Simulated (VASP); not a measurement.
## Li: single point with PBE

The system is Li.

```
CELL_PARAMETERS angstrom
-1.90724 1.90724 1.11746
1.90724 -1.90724 1.11746
1.90724 1.90724 -1.11746
ATOMIC_POSITIONS crystal
Li 0.62500 0.87500 0.75000
Li 0.37500 0.12500 0.25000
```

```
Program             : VASP 6.6.1
Task                : single point
Functional          : PBE
Potentials or basis : VASP PAW PBE potentials, release 64 (Li_sv)
Cutoff              : 520 eV
k mesh              : 15 × 15 × 15
Occupations         : fermi-dirac, width 0.08 eV
Spin                : no spin polarisation
```

| Property | Result |
| --- | --- |
| Band gap on the k mesh | zero (bands 3 and 4 overlap by 3.33 eV) |

Levels at points of the mesh, in eV from the Fermi level:
```
           k point  band 1  band 2  band 3  band 4  band 5  band 6
(0.00, 0.00, 0.00)  -46.01  -45.19   -3.71    7.54    7.54   11.11
```

Run time: 14 s on 1 thread of Intel(R) Xeon(R) 6975P-C (Granite Rapids), with other jobs on the host, peak memory 0.15 GiB.
